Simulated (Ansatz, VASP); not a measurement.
**TaAl5N6 in VASP and in Ansatz**

Contents of INCAR:

```
SYSTEM = TaAl5N6
  ALGO = Normal
  EDIFF = 1E-6
  ENCUT = 520
  GGA = PE
  ISIF = 2
  ISMEAR = 0
  ISPIN = 2
  LASPH = .TRUE.
  LCHARG = .TRUE.
  LELF = .TRUE.
  LMAXMIX = 4
  LORBIT = 11
  LREAL = .FALSE.
  LVHAR = .TRUE.
  LWAVE = .FALSE.
  MAGMOM = 1 0 0 0 0 0 0 0 0 0 0 0
  NBANDS = 44
  NELM = 150
  PREC = Accurate
  SIGMA = 0.1
```

Contents of KPOINTS:

```
k-points
0
G
  6 6 2
  0 0 0
```

File POSCAR:

```
TaAl5N6
1.0
    2.9406615394      0.0000000000      0.0000000000
    0.0000000000      2.9406615394      0.0000000000
    0.0000000000      0.0000000000     12.5316331367
Ta Al N
1 5 6
Direct
    0.5000000000      0.5000000000      0.0000000000
    0.0000000000      0.0000000000      0.8211258990
    0.0000000000      0.0000000000      0.1788741010
    0.5000000000      0.5000000000      0.3403035993
    0.0000000000      0.0000000000      0.5000000000
    0.5000000000      0.5000000000      0.6596964007
    0.0000000000      0.0000000000      0.0000000000
    0.5000000000      0.5000000000      0.1806761946
    0.0000000000      0.0000000000      0.3399712477
    0.5000000000      0.5000000000      0.5000000000
    0.0000000000      0.0000000000      0.6600287523
    0.5000000000      0.5000000000      0.8193238054
```

Input for Ansatz:

```yaml
crystal:
  lattice:
    - [2.9406615394, 0.0, 0.0]
    - [0.0, 2.9406615394, 0.0]
    - [0.0, 0.0, 12.5316331367]
  atoms:
    - { symbol: Ta, position: [0.5, 0.5, 0.0], spin: 1.0 }
    - { symbol: Al, position: [0.0, 0.0, 0.821125899] }
    - { symbol: Al, position: [0.0, 0.0, 0.178874101] }
    - { symbol: Al, position: [0.5, 0.5, 0.3403035993] }
    - { symbol: Al, position: [0.0, 0.0, 0.5] }
    - { symbol: Al, position: [0.5, 0.5, 0.6596964007] }
    - { symbol: "N", position: [0.0, 0.0, 0.0] }
    - { symbol: "N", position: [0.5, 0.5, 0.1806761946] }
    - { symbol: "N", position: [0.0, 0.0, 0.3399712477] }
    - { symbol: "N", position: [0.5, 0.5, 0.5] }
    - { symbol: "N", position: [0.0, 0.0, 0.6600287523] }
    - { symbol: "N", position: [0.5, 0.5, 0.8193238054] }
basis:
  ecutwfc: 420
kpoints:
  mp_grid: { grid: [6, 6, 2] }
hamiltonian:
  xc: pbe
scf:
  occupations: { method: gaussian, width: 0.1 }
  lower_state_search: "off"
output:
  forces: true
  stress: true
  eigenvalues: true
  populations: true
magnetization:
  spin_polarized: true
```

Alike in both runs: task single point; functional PBE; k mesh 6 × 6 × 2; occupations gaussian, width 0.1 eV; collinear spin.

|  | VASP | Ansatz |
| --- | --- | --- |
| version | VASP 6.6.1 | Ansatz 0.2.0 |
| potentials or method | VASP PAW PBE potentials, release 64 (Ta_pv, Al, N), cutoff 520 eV | scalar-relativistic, plane waves, PAW |
| valence electrons in the cell | 56 | 58 |

VASP gave:

```
gap on the k mesh at the Fermi level (eV)                     : none
pressure (GPa)                                                : 0.0
traceless stress, the component that is largest in VASP (GPa) : -0.10
rms of the force components (eV/Å)                            : 0.004
net moment per atom (μB)                                      : 0.00
```

Problem. What did Ansatz give for the same quantities?

Solution. gap on the k mesh at the Fermi level (eV): none; pressure (GPa): 0.0; traceless stress, the component that is largest in VASP (GPa): -0.02; rms of the force components (eV/Å): 0.002; net moment per atom (μB): 0.00.

Atom by atom the forces differ by 0.004 eV/Å (rms over components). A gap of «none» marks a metal or a gap that the smearing closes. VASP's potentials hold 56 valence electrons a cell and Ansatz's 58, so a difference there can come from the potentials and not from the codes. Ansatz's warnings: seeded moment not kept.

Neither program's run includes spin-orbit coupling.
